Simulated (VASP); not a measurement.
# CdS (F-43m) in VASP: a series of runs

Aim: see how the results for CdS move with the level of theory and the settings. Levels: PBE, LDA, r2SCAN. Tasks: single point.

Everything below comes from runs of VASP 6.6.1. Logs are shortened: lines on timing, memory, paths and dates and some standing lists are left out, and cuts for length are marked.

## 1. The cell of the first run

The structure is cubic, space group F-43m (No. 216). The conventional cell has a = 5.878 Å, b = 5.878 Å, c = 5.878 Å, α = 90.00°, β = 90.00°, γ = 90.00°. Within 3.4 Å of Cd (site symmetry -43m) lie 4 S at 2.55 Å. Within 3.4 Å of S (site symmetry -43m) lie 4 Cd at 2.55 Å.

## 2. Single point, PBE

Input file INCAR:

```
SYSTEM = CdS
  ALGO = Normal
  EDIFF = 1E-6
  ENCUT = 520
  GGA = PE
  ISIF = 2
  ISMEAR = 0
  LASPH = .True.
  LCHARG = .False.
  LREAL = .False.
  LWAVE = .False.
  NBANDS = 16
  NELM = 100
  PREC = Accurate
  SIGMA = 0.01
```

Input file KPOINTS:

```
k-points
0
Gamma
  4 4 4
  0 0 0
```

Input file POSCAR:

```
CdS
1.0
    0.0000000000      2.9392138883      2.9392138883
    2.9392138883      0.0000000000      2.9392138883
    2.9392138883      2.9392138883      0.0000000000
Cd S
1 1
Direct
    0.0000000000      0.0000000000      0.0000000000
    0.2500000000      0.2500000000      0.2500000000
```

Potentials or basis: VASP PAW PBE potentials, release 64 (Cd, S).

Started as:

```
cat potpaw_PBE.64/Cd/POTCAR potpaw_PBE.64/S/POTCAR > POTCAR
mpirun -np 1 vasp_std > vasp.out
```

OUTCAR:

```text
SYSTEM = CdS
   EDIFF = 1E-6
   ENCUT = 520
   GGA = PE
   ISIF = 2
   ISMEAR = 0
   LASPH = .True.
   LREAL = .False.
   NELM = 100
   PREC = Accurate

 ion  position               nearest neighbor table
   1  0.000  0.000  0.000-   2 2.55   2 2.55   2 2.55   2 2.55
   2  0.250  0.250  0.250-   1 2.55   1 2.55   1 2.55   1 2.55

  LATTYP: Found a face centered cubic cell.
 ALAT       =     5.8784277766

  Lattice vectors:

 A1 = (   0.0000000000,   2.9392138883,   2.9392138883)
 A2 = (   2.9392138883,   0.0000000000,   2.9392138883)
 A3 = (   2.9392138883,   2.9392138883,   0.0000000000)

Analysis of symmetry for initial positions (statically):
=====================================================================
 Subroutine PRICEL returns:
 Original cell was already a primitive cell.

 Routine SETGRP: Setting up the symmetry group for a
 face centered cubic supercell.

 Subroutine GETGRP returns: Found 24 space group operations
 (whereof 24 operations were pure point group operations)
 out of a pool of 48 trial point group operations.

The static configuration has the point symmetry T_d .

Analysis of symmetry for dynamics (positions and initial velocities):
=====================================================================
 Subroutine PRICEL returns:
 Original cell was already a primitive cell.

 Routine SETGRP: Setting up the symmetry group for a
 face centered cubic supercell.

 Subroutine GETGRP returns: Found 24 space group operations
 (whereof 24 operations were pure point group operations)
 out of a pool of 48 trial point group operations.

The dynamic configuration has the point symmetry T_d .

 Subroutine INISYM returns: Found 24 space group operations
 (whereof 24 operations are pure point group operations),
 and found     1 'primitive' translations

----------------------------------------------------------------------------------------

                                     Primitive cell

  volume of cell :      50.7836

  direct lattice vectors                    reciprocal lattice vectors
     0.000000000  2.939213888  2.939213888    -0.170113513  0.170113513  0.170113513
     2.939213888  0.000000000  2.939213888     0.170113513 -0.170113513  0.170113513
     2.939213888  2.939213888  0.000000000     0.170113513  0.170113513 -0.170113513

  length of vectors
     4.156676144  4.156676144  4.156676144     0.294645248  0.294645248  0.294645248

  position of ions in fractional coordinates (direct lattice)
     0.000000000  0.000000000  0.000000000
     0.250000000  0.250000000  0.250000000

  ion indices of the primitive-cell ions
   primitive index   ion index
                 1           1
                 2           2

----------------------------------------------------------------------------------------

 KPOINTS: k-points

Automatic generation of k-mesh.
 Grid dimensions read from file:
 generate k-points for:    4    4    4

 Generating k-lattice:

  Cartesian coordinates                     Fractional coordinates (reciprocal lattice)
    -0.042528378  0.042528378  0.042528378     0.250000000  0.000000000  0.000000000
     0.042528378 -0.042528378  0.042528378     0.000000000  0.250000000  0.000000000
     0.042528378  0.042528378 -0.042528378     0.000000000  0.000000000  0.250000000

  Length of vectors
     0.073661312  0.073661312  0.073661312

  Shift w.r.t. Gamma in fractional coordinates (k-lattice)
     0.000000000  0.000000000  0.000000000

 Subroutine IBZKPT returns following result:
 ===========================================

 Found      8 irreducible k-points:

 Following reciprocal coordinates:
            Coordinates               Weight
  0.000000  0.000000  0.000000      1.000000
  0.250000  0.000000  0.000000      8.000000
  0.500000  0.000000  0.000000      4.000000
  0.250000  0.250000  0.000000      6.000000
  0.500000  0.250000  0.000000     24.000000
 -0.250000  0.250000  0.000000     12.000000
  0.500000  0.500000  0.000000      3.000000
 -0.250000  0.500000  0.250000      6.000000
   k-points           NKPTS =      8   k-points in BZ     NKDIM =      8   number of bands    NBANDS=     16
   number of dos      NEDOS =    301   number of ions     NIONS =      2
   total plane-waves  NPLWV =  32768
   dimension x,y,z NGX =    32 NGY =   32 NGZ =   32
   dimension x,y,z NGXF=    64 NGYF=   64 NGZF=   64
   ions per type =               1   1
   NGX,Y,Z   is equivalent  to a cutoff of  12.80, 12.80, 12.80 a.u.
   NGXF,Y,Z  is equivalent  to a cutoff of  25.60, 25.60, 25.60 a.u.
 SYSTEM =  CdS
   PREC   = accura    normal or accurate (medium, high low for compatibility)
   ISTART =      0    job   : 0-new  1-cont  2-samecut
   ICHARG =      2    charge: 1-file 2-atom 10-const
   ISPIN  =      1    spin polarized calculation?
   LNONCOLLINEAR =      F non collinear calculations
   LSORBIT =      F    spin-orbit coupling
   LASPH  =      T    aspherical Exc in radial PAW
   ENCUT  =  520.0 eV  38.22 Ry    6.18 a.u.   7.73  7.73  7.73*2*pi/ulx,y,z
   NELM   =    100;   NELMIN=  2; NELMDL= -5     # of ELM steps
   EDIFF  = 0.1E-05   stopping-criterion for ELM
   LREAL  =      F    real-space projection
   EDIFFG = 0.1E-04   stopping-criterion for IOM
   NSW    =      0    number of steps for IOM
   IBRION =     -1    ionic relax: 0-MD 1-quasi-New 2-CG
   NFREE  =      0    steps in history (QN), initial steepest desc. (CG)
   ISIF   =      2    stress and relaxation
   ISYM   =      2    0-nonsym 1-usesym 2-fastsym
   POTIM  = 0.5000    time-step for ionic-motion
   TEBEG  =    0.0;   TEEND  =   0.0 temperature during run
   PSTRESS=    0.0 pullay stress
   NELECT =      18.0000    total number of electrons
   NUPDOWN=      -1.0000    fix difference up-down
   EMIN   =  10.00;   EMAX   =-10.00  energy-range for DOS
   EFERMI =   0.00;   METHOD = LEGACY
   ISMEAR =     0;   SIGMA  =   0.01  broadening in eV -4-tet -1-fermi 0-gaus
   EFERMI_NEDOS =   21; number of points for ismear=-14 and -15
   IALGO  =     38    algorithm
   IMIX   =      4    mixing-type and parameters
     AMIX     =   0.40;   BMIX     =  1.00
     AMIX_MAG =   1.60;   BMIX_MAG =  1.00
  volume/ion in A,a.u.               =      25.39       171.35
  Fermi-wavevector in a.u.,A,eV,Ry     =   1.158576  2.189391 18.263073  1.342298
  Thomas-Fermi vector in A             =   2.295177
   LORBIT       =      0    0 simple, 1 ext, 2 COOP (PROOUT), +10 PAW based schemes
   GGA     = PE    functional components
   LHFCALC =     F    Hartree Fock is set to
   AEXX    =    0.0000 exact exchange contribution
   IVDW    =     0    specifies the selected vdW correction
   LEPSILON=     F    determine dielectric tensor
   LRPA    =     F    only Hartree local field effects (RPA)
 non-spin polarized calculation
 Gauss-broadening in eV      SIGMA  =   0.01
  energy-cutoff  :      520.00
  volume of cell :       50.78
 maximum number of plane-waves:      1384
 NGX is ok and might be reduce to    32
   NGX = 15   NGY = 15   NGZ = 15

 number of electron      18.0000005 magnetization

 Free energy of the ion-electron system (eV)
  ---------------------------------------------------
  ext. energy  EPLUGINS =         0.00000000
  ---------------------------------------------------
  free energy    TOTEN  =        -6.10703621 eV

  energy without entropy =       -6.10703621  energy(sigma->0) =       -6.10703621

 E-fermi :   1.2499     XC(G=0):  -9.0320

 val. band max:        1.1403684769   @ k =   0.0000   0.0000   0.0000
 cond. band min:       2.2271755149   @ k =   0.0000   0.0000   0.0000
 fundamental gap:      1.0868070379
 Fermi energy:         1.2499019705

 k-point     1 :       0.0000    0.0000    0.0000
  band No.  band energies     occupation
      1     -11.0867      2.00000
      2      -6.5277      2.00000
      3      -6.5277      2.00000
      4      -6.5277      2.00000
      5      -6.0815      2.00000
      6      -6.0815      2.00000
[... 8 lines left out ...]
     15      12.5735      0.00000
     16      12.5735      0.00000

 k-point     2 :       0.2500    0.0000    0.0000
  band No.  band energies     occupation
      1     -10.8841      2.00000
      2      -6.4609      2.00000
      3      -6.4609      2.00000
      4      -6.2884      2.00000
      5      -6.0773      2.00000
      6      -6.0773      2.00000
[... 8 lines left out ...]
     15      11.7505      0.00000
     16      12.4045      0.00000

 k-point     3 :       0.5000    0.0000    0.0000
  band No.  band energies     occupation
      1     -10.6820      2.00000
      2      -6.4149      2.00000
      3      -6.4149      2.00000
      4      -6.0461      2.00000
      5      -6.0461      2.00000
      6      -5.7194      2.00000
[... 8 lines left out ...]
     15      13.6279      0.00000
     16      13.6279      0.00000

 k-point     4 :       0.2500    0.2500    0.0000
  band No.  band energies     occupation
      1     -10.8184      2.00000
      2      -6.3783      2.00000
      3      -6.3783      2.00000
      4      -6.3569      2.00000
      5      -6.0946      2.00000
      6      -6.0411      2.00000
[... 8 lines left out ...]
     15      12.9614      0.00000
     16      15.6980      0.00000

 k-point     5 :       0.5000    0.2500    0.0000
  band No.  band energies     occupation
      1     -10.6209      2.00000
      2      -6.3633      2.00000
      3      -6.3056      2.00000
      4      -6.1631      2.00000
      5      -6.0323      2.00000
      6      -5.6852      2.00000
[... 8 lines left out ...]
     15      13.7480      0.00000
     16      14.6505      0.00000

 k-point     6 :      -0.2500    0.2500    0.0000
  band No.  band energies     occupation
      1     -10.6855      2.00000
      2      -6.3847      2.00000
      3      -6.3728      2.00000
      4      -6.1015      2.00000
      5      -6.0917      2.00000
      6      -5.8347      2.00000
[... 8 lines left out ...]
     15      13.3499      0.00000
     16      14.4208      0.00000

 k-point     7 :       0.5000    0.5000    0.0000
  band No.  band energies     occupation
      1     -10.5571      2.00000
      2      -6.3224      2.00000
      3      -6.2020      2.00000
      4      -6.2020      2.00000
      5      -6.0003      2.00000
      6      -5.6558      2.00000
[... 8 lines left out ...]
     15      13.4882      0.00000
     16      14.5719      0.00000

 k-point     8 :      -0.2500    0.5000    0.2500
  band No.  band energies     occupation
      1     -10.5587      2.00000
      2      -6.3077      2.00000
      3      -6.2930      2.00000
      4      -6.1178      2.00000
      5      -6.0730      2.00000
      6      -5.4852      2.00000
[... 8 lines left out ...]
     15      14.2639      0.00000
     16      14.3833      0.00000

------------------------ aborting loop because EDIFF is reached ----------------------------------------

  FORCE on cell =-STRESS in cart. coord.  units (eV):
  Direction    XX          YY          ZZ          XY          YZ          ZX
  --------------------------------------------------------------------------------------
  -------------------------------------------------------------------------------------
  Total        0.5888839      0.5888839      0.5888839      0.0000000      0.0000000      0.0000000
  in kB       18.5787593     18.5787593     18.5787593      0.0000000      0.0000000      0.0000000
  external PRESSURE =      18.5787593 kB  Pullay stress =       0.0000000 kB

 VOLUME and BASIS-vectors are now :
 -----------------------------------------------------------------------------
  energy-cutoff  :      520.00
  volume of cell :       50.78
      direct lattice vectors                 reciprocal lattice vectors
     0.000000000  2.939213888  2.939213888    -0.170113513  0.170113513  0.170113513
     2.939213888  0.000000000  2.939213888     0.170113513 -0.170113513  0.170113513
     2.939213888  2.939213888  0.000000000     0.170113513  0.170113513 -0.170113513

 POSITION                                       TOTAL-FORCE (eV/Angst)
 -----------------------------------------------------------------------------------
      0.00000      0.00000      0.00000         0.000000      0.000000      0.000000
      1.46961      1.46961      1.46961        -0.000000     -0.000000     -0.000000
 -----------------------------------------------------------------------------------
    total drift:                               -0.000000     -0.000000     -0.000000

  FREE ENERGIE OF THE ION-ELECTRON SYSTEM (eV)
  ---------------------------------------------------
  free  energy   TOTEN  =        -6.1070362101 eV

  energy  without entropy=       -6.1070362101  energy(sigma->0) =       -6.10703621
```

It took 6.6 s on 1 thread of AMD EPYC 7R13 (Zen 3), shared host; peak memory 0.14 GiB.

Results:

```yaml
Free_energy: -6.1070 eV
Pressure: 1.9 GPa
Band_gap_on_the_k_mesh: 1.09 eV
```

Levels at points of the mesh, in eV from the valence-band top:
```
           k point  band 7  band 8  band 9  band 10  band 11  band 12
(0.00, 0.00, 0.00)    0.00    0.00    0.00     1.09     6.53     6.53
(0.50, 0.00, 0.00)   -4.27   -0.72   -0.72     2.97     6.99     6.99
(0.50, 0.50, 0.00)   -3.86   -1.80   -1.80     3.58     4.31     9.13
```

Caveat: the k points lie up to 0.46 Å⁻¹ apart. A hybrid or GW would open this gap; PBE tends to underestimate it.

(Part 1 of 2 ends here.)
